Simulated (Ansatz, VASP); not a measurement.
## Two plane-wave programs on PtS2

File INCAR:

```
SYSTEM = PtS2
  PREC = Accurate
  ENCUT = 520
  EDIFF = 1E-6
  ISMEAR = -1
  SIGMA = 0.05
  LREAL = .False.
  LASPH = .True.
  NELM = 100
  ALGO = Normal
  ISIF = 2
  LWAVE = .False.
  LCHARG = .False.
  GGA = PS
  NBANDS = 18
```

Contents of KPOINTS:

```
Automatic mesh
0
Gamma
  7 7 5
  0 0 0
```

The input POSCAR:

```
PtS2
1.0
    3.5432000000      0.0354320000      0.0000000000
   -1.7409149879      3.0507852107      0.0000000000
    0.0000000000      0.0000000000      5.0388000000
Pt S
1 2
Direct
    0.0000000000      0.0000000000      0.0000000000
    0.6666666667      0.3333333333      0.7730000000
    0.3333333333      0.6666666667      0.2270000000
```

File input.yaml:

```yaml
crystal:
  lattice:
    - [3.5432, 0.035432, 0.0]
    - [-1.7409149879, 3.0507852107, 0.0]
    - [0.0, 0.0, 5.0388]
  atoms:
    - { symbol: Pt, position: [0.0, 0.0, 0.0] }
    - { symbol: S, position: [0.6666666667, 0.3333333333, 0.773] }
    - { symbol: S, position: [0.3333333333, 0.6666666667, 0.227] }
hamiltonian:
  xc: pbesol
  pseudopotentials: { kind: paw }
kpoints:
  mp_grid: { grid: [7, 7, 5] }
  band_path:
    path:
      - [[0.0, 0.0, 0.0], [0.5, 0.0, 0.0], [0.6665333067, -0.3390418884, 0.0], [0.5, -0.5, 0.0], [0.5, -0.5, 0.5], [0.3334666933, -0.6609581116, 0.5], [0.0, -0.5, 0.5], [0.0, -0.5, 0.0], [0.3334666933, -0.6609581116, 0.0]]
      - [[0.6665333067, -0.3390418884, 0.5], [0.5, 0.0, 0.5], [0.0, 0.0, 0.5]]
      - [[0.5, 0.0, 0.0], [0.5, 0.0, 0.5]]
    npoints: 14
scf:
  occupations: { method: fermi_dirac, width: 0.05 }
  n_extra_bands: 7
output:
  forces: true
  stress: true
  eigenvalues: true
  fatbands: false
```

Alike in both runs: functional PBEsol; k mesh 7 × 7 × 5; occupations fermi-dirac, width 0.05 eV; no spin polarisation.

```csv
,VASP,Ansatz
version,VASP 6.6.1,Ansatz 0.2.0
potentials or method,"VASP PAW PBE potentials, release 64 (Pt, S)",Ansatz PAW
plane-wave cutoff (eV),520,420
valence electrons in the cell,22,30
task,single point,band structure
```

|  | VASP | Ansatz | Ansatz less VASP |
| --- | --- | --- | --- |
| gap on the k mesh at the Fermi level (eV) | 0.70 | 0.69 | -0.013 |
| least direct gap on the mesh (eV) | 1.10 | 1.08 | -0.019 |
| pressure (GPa) | 6.2 | 6.5 | +0.30 |
| traceless stress, the component that is largest in VASP (GPa) | -2.02 | -2.02 | -0.003 |
| rms of the force components (eV/Å) | 0.449 | 0.459 | +0.0102 |

VASP's potentials were made for PBE, not for PBEsol. Atom by atom the forces differ by 0.010 eV/Å (rms over components). With one functional, cell and mesh, what is left measures potentials, basis and numerics. VASP's potentials hold 22 valence electrons a cell and Ansatz's 30, so a difference there can come from the potentials and not from the codes.

Neither program's run includes spin-orbit coupling.
